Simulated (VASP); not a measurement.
# Hf (P6/mmm) in VASP: notebook

Hf is run at these levels: LDA; tasks: single point, relaxation of cell and atoms.

Everything below comes from runs of VASP 6.6.1. Logs are shortened: lines on timing, memory, paths and dates and some standing lists are left out, and cuts for length are marked.

## (1) The cell of the first run

It takes space group P6/mmm (No. 191, hexagonal). Conventional cell: a = 4.485 Å, b = 4.485 Å, c = 2.794 Å, α = 90.00°, β = 90.00°, γ = 120.00°. Within 3.7 Å of Hf (site symmetry 6/mmm) lie 14 Hf at 2.79 to 2.94 Å. Within 3.4 Å of Hf (site symmetry -6m2) lie 11 Hf at 2.59 to 2.94 Å.

## (2) Single point, LDA

INCAR

```
ALGO     = Fast           # electronic algorithm
EDIFF    = 1E-6           # SCF threshold, eV
ENCUT    = 520            # plane-wave cutoff, eV
GGA      = CA             # functional
ISIF     = 2              # what is computed and relaxed
ISMEAR   = 0              # smearing method
LASPH    = T              # aspherical terms in the spheres
LCHARG   = F              # write CHGCAR
LREAL    = F              # projectors in reciprocal space
LWAVE    = F              # write WAVECAR
NBANDS   = 22             # bands
NELM     = 100            # most SCF steps
PREC     = Accurate       # precision mode
SIGMA    = 0.05           # smearing width, eV
```

KPOINTS

```
k-points
0
Gamma
  10 10 16
```

POSCAR

```
Hf
1.0
    4.4849144759      0.0000000000      0.0000000000
   -2.2424572379      3.8840498699      0.0000000000
    0.0000000000      0.0000000000      2.7941232881
Hf
3
Direct
    0.0000000000      0.0000000000      0.0000000000
    0.3333333333      0.6666666667      0.5000000000
    0.6666666667      0.3333333333      0.5000000000
```

Potentials or basis: VASP PAW LDA potentials, release 64 (Hf_pv).

Launch:

```sh
> cat potpaw_LDA.64/Hf_pv/POTCAR > POTCAR
> mpirun -np 1 vasp_std > vasp.out
```

OUTCAR:

```text
EDIFF = 1E-6
   ENCUT = 520
   GGA = CA
   ISIF = 2
   ISMEAR = 0
   LASPH = T
   LREAL = F
   NELM = 100
   PREC = Accurate

 ion  position               nearest neighbor table
   1  0.000  0.000  0.000-   2 2.94   3 2.94   2 2.94   3 2.94   2 2.94   2 2.94   3 2.94   3 2.94
                             3 2.94   3 2.94   2 2.94   2 2.94
   2  0.333  0.667  0.500-   3 2.59   3 2.59   3 2.59   1 2.94   1 2.94   1 2.94   1 2.94   1 2.94
                             1 2.94   3 3.81   3 3.81   3 3.81   3 3.81   3 3.81   3 3.81
   3  0.667  0.333  0.500-   2 2.59   2 2.59   2 2.59   1 2.94   1 2.94   1 2.94   1 2.94   1 2.94
                             1 2.94   2 3.81   2 3.81   2 3.81   2 3.81   2 3.81   2 3.81

  LATTYP: Found a hexagonal cell.
 ALAT       =     4.4849144759
 C/A-ratio  =     0.6230048094

  Lattice vectors:

 A1 = (   4.4849144759,   0.0000000000,   0.0000000000)
 A2 = (  -2.2424572379,   3.8840498699,   0.0000000000)
 A3 = (   0.0000000000,   0.0000000000,   2.7941232881)

Analysis of symmetry for initial positions (statically):
=====================================================================
 Subroutine PRICEL returns:
 Original cell was already a primitive cell.

 Routine SETGRP: Setting up the symmetry group for a
 hexagonal supercell.

 Subroutine GETGRP returns: Found 24 space group operations
 (whereof 24 operations were pure point group operations)
 out of a pool of 24 trial point group operations.

The static configuration has the point symmetry D_6h.

Analysis of symmetry for dynamics (positions and initial velocities):
=====================================================================
 Subroutine PRICEL returns:
 Original cell was already a primitive cell.

 Routine SETGRP: Setting up the symmetry group for a
 hexagonal supercell.

 Subroutine GETGRP returns: Found 24 space group operations
 (whereof 24 operations were pure point group operations)
 out of a pool of 24 trial point group operations.

The dynamic configuration has the point symmetry D_6h.

 Subroutine INISYM returns: Found 24 space group operations
 (whereof 24 operations are pure point group operations),
 and found     1 'primitive' translations

----------------------------------------------------------------------------------------

                                     Primitive cell

  volume of cell :      48.6726

  direct lattice vectors                    reciprocal lattice vectors
     4.484914476  0.000000000  0.000000000     0.222969692  0.128731612  0.000000000
    -2.242457238  3.884049870  0.000000000     0.000000000  0.257463224  0.000000000
     0.000000000  0.000000000  2.794123288     0.000000000  0.000000000  0.357894014

  length of vectors
     4.484914476  4.484914476  2.794123288     0.257463224  0.257463224  0.357894014

  position of ions in fractional coordinates (direct lattice)
     0.000000000  0.000000000  0.000000000
     0.333333333  0.666666667  0.500000000
     0.666666667  0.333333333  0.500000000

  ion indices of the primitive-cell ions
   primitive index   ion index
                 1           1
                 2           2
                 3           3

----------------------------------------------------------------------------------------

 KPOINTS: k-points

Automatic generation of k-mesh.
 Grid dimensions read from file:
 generate k-points for:   10   10   16

 Generating k-lattice:

  Cartesian coordinates                     Fractional coordinates (reciprocal lattice)
     0.022296969  0.012873161  0.000000000     0.100000000  0.000000000  0.000000000
     0.000000000  0.025746322  0.000000000     0.000000000  0.100000000  0.000000000
     0.000000000  0.000000000  0.022368376     0.000000000  0.000000000  0.062500000

  Length of vectors
     0.025746322  0.025746322  0.022368376

  Shift w.r.t. Gamma in fractional coordinates (k-lattice)
     0.000000000  0.000000000  0.000000000

 Subroutine IBZKPT returns following result:
 ===========================================

 Found    126 irreducible k-points:

 Following reciprocal coordinates:
            Coordinates               Weight
  0.000000  0.000000  0.000000      1.000000
  0.100000  0.000000  0.000000      6.000000
  0.200000  0.000000  0.000000      6.000000
  0.300000  0.000000  0.000000      6.000000
  0.400000  0.000000  0.000000      6.000000
  0.500000 -0.000000  0.000000      3.000000
[... 16 lines left out ...]
  0.300000  0.100000  0.062500     24.000000
  0.400000  0.100000  0.062500     24.000000
 [... further k-points ...]
   k-points           NKPTS =    126   k-points in BZ     NKDIM =    126   number of bands    NBANDS=     22
   number of dos      NEDOS =    301   number of ions     NIONS =      3
   total plane-waves  NPLWV =  31104
   dimension x,y,z NGX =    36 NGY =   36 NGZ =   24
   dimension x,y,z NGXF=    72 NGYF=   72 NGZF=   48
   ions per type =               3
   NGX,Y,Z   is equivalent  to a cutoff of  13.34, 13.34, 14.28 a.u.
   NGXF,Y,Z  is equivalent  to a cutoff of  26.69, 26.69, 28.56 a.u.
 SYSTEM =  unknown system
   PREC   = accura    normal or accurate (medium, high low for compatibility)
   ISTART =      0    job   : 0-new  1-cont  2-samecut
   ICHARG =      2    charge: 1-file 2-atom 10-const
   ISPIN  =      1    spin polarized calculation?
   LNONCOLLINEAR =      F non collinear calculations
   LSORBIT =      F    spin-orbit coupling
   LASPH  =      T    aspherical Exc in radial PAW
   ENCUT  =  520.0 eV  38.22 Ry    6.18 a.u.   8.34  8.34  5.20*2*pi/ulx,y,z
   NELM   =    100;   NELMIN=  2; NELMDL= -5     # of ELM steps
   EDIFF  = 0.1E-05   stopping-criterion for ELM
   LREAL  =      F    real-space projection
   EDIFFG = 0.1E-04   stopping-criterion for IOM
   NSW    =      0    number of steps for IOM
   IBRION =     -1    ionic relax: 0-MD 1-quasi-New 2-CG
   NFREE  =      0    steps in history (QN), initial steepest desc. (CG)
   ISIF   =      2    stress and relaxation
   ISYM   =      2    0-nonsym 1-usesym 2-fastsym
   POTIM  = 0.5000    time-step for ionic-motion
   TEBEG  =    0.0;   TEEND  =   0.0 temperature during run
   PSTRESS=    0.0 pullay stress
   NELECT =      30.0000    total number of electrons
   NUPDOWN=      -1.0000    fix difference up-down
   EMIN   =  10.00;   EMAX   =-10.00  energy-range for DOS
   EFERMI =   0.00;   METHOD = LEGACY
   ISMEAR =     0;   SIGMA  =   0.05  broadening in eV -4-tet -1-fermi 0-gaus
   EFERMI_NEDOS =   21; number of points for ismear=-14 and -15
   IALGO  =     68    algorithm
   IMIX   =      4    mixing-type and parameters
     AMIX     =   0.40;   BMIX     =  1.00
     AMIX_MAG =   1.60;   BMIX_MAG =  1.00
  volume/ion in A,a.u.               =      16.22       109.49
  Fermi-wavevector in a.u.,A,eV,Ry     =   1.393222  2.632808 26.409837  1.941068
  Thomas-Fermi vector in A             =   2.516889
   LORBIT       =      0    0 simple, 1 ext, 2 COOP (PROOUT), +10 PAW based schemes
   GGA     = CA    functional components
   LHFCALC =     F    Hartree Fock is set to
   AEXX    =    0.0000 exact exchange contribution
   IVDW    =     0    specifies the selected vdW correction
   LEPSILON=     F    determine dielectric tensor
   LRPA    =     F    only Hartree local field effects (RPA)
 non-spin polarized calculation
 RMM-DIIS sequential band-by-band and
 Gauss-broadening in eV      SIGMA  =   0.05
  energy-cutoff  :      520.00
  volume of cell :       48.67
 maximum number of plane-waves:      1337
 NGX is ok and might be reduce to    36
   NGX = 17   NGY = 17   NGZ = 11

 number of electron      29.9999997 magnetization

 Free energy of the ion-electron system (eV)
  ---------------------------------------------------
  ext. energy  EPLUGINS =         0.00000000
  ---------------------------------------------------
  free energy    TOTEN  =       -30.46313209 eV

  energy without entropy =      -30.46096950  energy(sigma->0) =      -30.46205079

 E-fermi :   7.0717     XC(G=0): -13.0138

 val. band max:        7.0613170732   @ k =   0.3000   0.2000   0.2500
 cond. band min:       7.0809768104   @ k =   0.1000   0.1000   0.0625
 fundamental gap:      0.0196597371
 Fermi energy:         7.0716657331

 k-point     1 :       0.0000    0.0000    0.0000
  band No.  band energies     occupation
      1     -23.4743      2.00000
      2     -23.4743      2.00000
      3     -23.1234      2.00000
      4     -23.1234      2.00000
      5     -22.2313      2.00000
      6     -21.6846      2.00000
[... 14 lines left out ...]
     21      10.5161      0.00000
     22      10.5166      0.00000

 k-point     2 :       0.1000    0.0000    0.0000
  band No.  band energies     occupation
      1     -23.5845      2.00000
      2     -23.5431      2.00000
      3     -22.9981      2.00000
      4     -22.9785      2.00000
      5     -22.2156      2.00000
      6     -21.6926      2.00000
[... 14 lines left out ...]
     21       9.9438      0.00000
     22      11.2568      0.00000

 k-point     3 :       0.2000    0.0000    0.0000
  band No.  band energies     occupation
      1     -23.7544      2.00000
      2     -23.5915      2.00000
      3     -22.7858      2.00000
      4     -22.7248      2.00000
      5     -22.1705      2.00000
      6     -21.8241      2.00000
[... 14 lines left out ...]
     21      10.2529      0.00000
     22      12.0881      0.00000
[... 476 lines left out ...]
 k-point    23 :       0.3000    0.1000    0.0625
  band No.  band energies     occupation
      1     -23.8936      2.00000
      2     -23.4923      2.00000
      3     -22.6627      2.00000
      4     -22.4341      2.00000
      5     -22.1750      2.00000
      6     -22.0666      2.00000
[... 14 lines left out ...]
     21      11.5219      0.00000
     22      12.1298      0.00000

 k-point    24 :       0.4000    0.1000    0.0625
  band No.  band energies     occupation
      1     -23.9481      2.00000
      2     -23.2761      2.00000
      3     -22.9396      2.00000
      4     -22.3506      2.00000
      5     -22.0975      2.00000
      6     -22.0203      2.00000
[... 14 lines left out ...]
     21      11.1025      0.00000
     22      12.5876      0.00000

 [... further k-points ...]

------------------------ aborting loop because EDIFF is reached ----------------------------------------

  FORCE on cell =-STRESS in cart. coord.  units (eV):
  Direction    XX          YY          ZZ          XY          YZ          ZX
  --------------------------------------------------------------------------------------
  -------------------------------------------------------------------------------------
  Total       13.7137513     13.7137513     13.8458415      0.0000000      0.0000000     -0.0000000
  in kB      451.4215866    451.4215866    455.7696589      0.0000000      0.0000000     -0.0000000
  external PRESSURE =     452.8709440 kB  Pullay stress =       0.0000000 kB

 VOLUME and BASIS-vectors are now :
 -----------------------------------------------------------------------------
  energy-cutoff  :      520.00
  volume of cell :       48.67
      direct lattice vectors                 reciprocal lattice vectors
     4.484914476  0.000000000  0.000000000     0.222969692  0.128731612  0.000000000
    -2.242457238  3.884049870  0.000000000     0.000000000  0.257463224  0.000000000
     0.000000000  0.000000000  2.794123288     0.000000000  0.000000000  0.357894014

 POSITION                                       TOTAL-FORCE (eV/Angst)
 -----------------------------------------------------------------------------------
      0.00000      0.00000      0.00000        -0.000000      0.000000      0.000000
     -0.00000      2.58937      1.39706         0.000000     -0.000000      0.000000
      2.24246      1.29468      1.39706        -0.000000      0.000000      0.000000
 -----------------------------------------------------------------------------------
    total drift:                                0.000000      0.000000     -0.000000

  FREE ENERGIE OF THE ION-ELECTRON SYSTEM (eV)
  ---------------------------------------------------
  free  energy   TOTEN  =       -30.4631320851 eV

  energy  without entropy=      -30.4609695019  energy(sigma->0) =      -30.46205079
```

Run time: 91 s. Hardware: 1 thread of Intel Xeon Platinum 8488C (Sapphire Rapids), shared host; peak memory 0.22 GiB.

Results:

- Free energy: -30.4631 eV
- Pressure: 45.3 GPa
- Band gap on the k mesh: zero (band 15 reaches 7.74 eV, above the bottom of band 16 at 6.62 eV)

Caveat: spin-orbit coupling is left out, which moves the levels of the heavy elements.

## (3) Relaxation of cell and atoms, LDA, target pressure 45 GPa, at which the enthalpy is minimised

This run uses another cell than the first one, of 17.25 Å³/atom, 1.063 times its volume.

INCAR

```
SYSTEM = Hf
ALGO = Fast ; EDIFF = 1E-6
EDIFFG = -0.01 ; ENCUT = 600
IBRION = 2 ; ISIF = 3
ISMEAR = 0 ; LASPH = .TRUE.
LCHARG = .FALSE. ; LREAL = .FALSE.
LWAVE = .FALSE. ; NELM = 80
NSW = 80 ; PREC = Accurate
PSTRESS = 450.0 ; SIGMA = 0.05
```

KPOINTS

```
k-points
0
G
  10 10 16
  0 0 0
```

POSCAR

```
Hf
1.0
    4.5762943753      0.0000000000      0.0000000000
   -2.2881471876      3.9631871842      0.0000000000
    0.0000000000      0.0000000000      2.8525028030
Hf
3
Direct
    0.0000000000      0.0000000000      0.0000000000
    0.3333333333      0.6666666667      0.5000000000
    0.6666666667      0.3333333333      0.5000000000
```

Potentials or basis: VASP PAW LDA potentials, release 64 (Hf_pv).

Launch:

```sh
> cat potpaw_LDA.64/Hf_pv/POTCAR > POTCAR
> mpirun -np 1 vasp_std > vasp.out
```

OUTCAR:

```text
SYSTEM = Hf
   EDIFF = 1E-6
   EDIFFG = -0.01
   ENCUT = 600
   IBRION = 2
   ISIF = 3
   ISMEAR = 0
   LASPH = .TRUE.
   LREAL = .FALSE.
   NELM = 80
   NSW = 80
   PREC = Accurate
   PSTRESS = 450.0

 ion  position               nearest neighbor table
   1  0.000  0.000  0.000-   2 3.00   3 3.00   2 3.00   3 3.00   2 3.00   2 3.00   3 3.00   3 3.00
                             3 3.00   3 3.00   2 3.00   2 3.00
   2  0.333  0.667  0.500-   3 2.64   3 2.64   3 2.64   1 3.00   1 3.00   1 3.00   1 3.00   1 3.00
                             1 3.00
   3  0.667  0.333  0.500-   2 2.64   2 2.64   2 2.64   1 3.00   1 3.00   1 3.00   1 3.00   1 3.00
                             1 3.00

  LATTYP: Found a hexagonal cell.
 ALAT       =     4.5762943753
 C/A-ratio  =     0.6233215281

  Lattice vectors:

 A1 = (   4.5762943753,   0.0000000000,   0.0000000000)
 A2 = (  -2.2881471876,   3.9631871842,   0.0000000000)
 A3 = (   0.0000000000,   0.0000000000,   2.8525028030)

Analysis of symmetry for initial positions (statically):
=====================================================================
 Subroutine PRICEL returns:
[... 174 lines left out ...]
  free energy    TOTEN  =       -31.18047220 eV

  energy without entropy =      -31.17847958  energy(sigma->0) =      -31.17947589

------------------------ aborting loop because EDIFF is reached ----------------------------------------

  FORCE on cell =-STRESS in cart. coord.  units (eV):
  Direction    XX          YY          ZZ          XY          YZ          ZX
  --------------------------------------------------------------------------------------
  -------------------------------------------------------------------------------------
  Total        9.7357485      9.7357485      9.8577939      0.0000000     -0.0000000      0.0000000
  in kB      301.5055489    301.5055489    305.2851648      0.0000000     -0.0000000      0.0000000
  external PRESSURE =    -147.2345792 kB  Pullay stress =     450.0000000 kB
[... 221 lines left out ...]
--------------------------------------- Ionic step        7  -------------------------------------------

 number of electron      30.0000002 magnetization

 Free energy of the ion-electron system (eV)
  ---------------------------------------------------
  ext. energy  EPLUGINS =         0.00000000
  ---------------------------------------------------
  free energy    TOTEN  =       -30.47806031 eV

  energy without entropy =      -30.47595329  energy(sigma->0) =      -30.47700680

 E-fermi :   7.0638     XC(G=0): -13.0086

 val. band max:        7.0515045109   @ k =   0.3000   0.2000   0.2500
 cond. band min:       7.0719491346   @ k =   0.1000   0.1000   0.0625
 fundamental gap:      0.0204446237
 Fermi energy:         7.0638359581

 k-point     1 :       0.0000    0.0000    0.0000
  band No.  band energies     occupation
      1     -23.4835      2.00000
      2     -23.4835      2.00000
      3     -23.1315      2.00000
      4     -23.1315      2.00000
      5     -22.2466      2.00000
      6     -21.6994      2.00000
[... 505 lines left out ...]
      6     -22.0341      2.00000
[... 11 lines left out ...]
     18       8.6240      0.00000
     19       9.6623      0.00000

 [... further k-points ...]
[... 5 lines left out ...]
  --------------------------------------------------------------------------------------
  -------------------------------------------------------------------------------------
  Total       13.6718736     13.6718736     13.6868923      0.0000000     -0.0000000     -0.0000000
  in kB      449.5922534    449.5922534    450.0861358      0.0000000     -0.0000000     -0.0000000
  external PRESSURE =      -0.2431191 kB  Pullay stress =     450.0000000 kB
[... 22 lines left out ...]
  energy  without entropy=      -30.4759532936  energy(sigma->0) =      -30.47700680

  enthalpy is  TOTEN    =       -16.7937873686 eV   P V=       13.6842729400

 reached required accuracy - stopping structural energy minimisation
```

CONTCAR:

```text
Hf
   1.00000000000000
     4.4846714036161091    0.0000000000061574    0.0000000000000000
    -2.2423357017537233    3.8838393631473602    0.0000000000000000
    -0.0000000000000000   -0.0000000000000000    2.7972282783209796
  Hf
     3
Direct
     0.0000000000000000    0.0000000000000000    0.0000000000000000
     0.3333333332999970    0.6666666667000030    0.5000000000000000
     0.6666666667000030    0.3333333332999970    0.5000000000000000

  0.00000000E+00  0.00000000E+00  0.00000000E+00
  0.00000000E+00  0.00000000E+00  0.00000000E+00
  0.00000000E+00  0.00000000E+00  0.00000000E+00
```

Run time: 9.7 min. Hardware: 1 thread of Intel Xeon Platinum 8488C (Sapphire Rapids), shared host; peak memory 0.26 GiB.

What came out:

* Free energy: -30.4781 eV
* Relaxed volume: 16.24 Å³/atom
* Relaxed cell: a = 4.485 Å, b = 4.485 Å, c = 2.797 Å, α = 90.00°, β = 90.00°, γ = 120.00°
* Space group after relaxing (to 0.05 Å): P6/mmm (No. 191)
* Energy change on relaxing (the enthalpy is what falls): +234.1 meV/atom
* Ionic steps: 7
* Pressure after relaxing: 45.0 GPa
* Band gap on the k mesh: zero (band 15 reaches 7.74 eV, above the bottom of band 16 at 6.61 eV)

Step by step:
```tsv
step	energy change (eV)	largest force (eV/Å)	pressure (GPa)	volume (Å³)
1	0.0000	0.0000	30.28	51.74
2	4.3350	0.0000	108.26	40.75
3	0.6406	0.0000	43.78	48.94
4	0.6949	0.0000	44.87	48.75
5	0.7114	0.0000	45.16	48.69
6	0.6843	0.0000	44.71	48.79
7	0.7024	0.0000	44.98	48.72
```

Final structure:
```xyz
3
Lattice="4.4847 0.0000 0.0000 -2.2423 3.8838 0.0000 0.0000 0.0000 2.7972" Properties=species:S:1:pos:R:3 pbc="T T T"
Hf    0.0000    0.0000    0.0000
Hf    0.0000    2.5892    1.3986
Hf    2.2423    1.2946    1.3986
```

Levels at points of the mesh, in eV from the Fermi level:
```tsv
k point	band 11	band 12	band 13	band 14	band 15	band 16	band 17	band 18	band 19
(0.00, 0.00, 0.00)	-3.78	-0.62	-0.37	-0.37	-0.26	-0.26	1.24	2.53	2.53
(0.50, 0.00, 0.00)	-4.46	-4.34	-1.06	-1.01	-0.71	-0.11	1.09	1.56	3.04
(0.00, 0.00, 0.50)	-4.07	-2.91	-2.83	-2.83	-1.57	1.69	1.69	2.93	2.93
(0.50, 0.00, 0.50)	-3.53	-3.06	-2.40	-1.18	-0.45	0.18	1.34	2.30	2.60
```

Caveat: the cell is relaxed towards a set pressure, so the enthalpy falls and the energy may rise; spin-orbit coupling is left out, which moves the levels of the heavy elements.
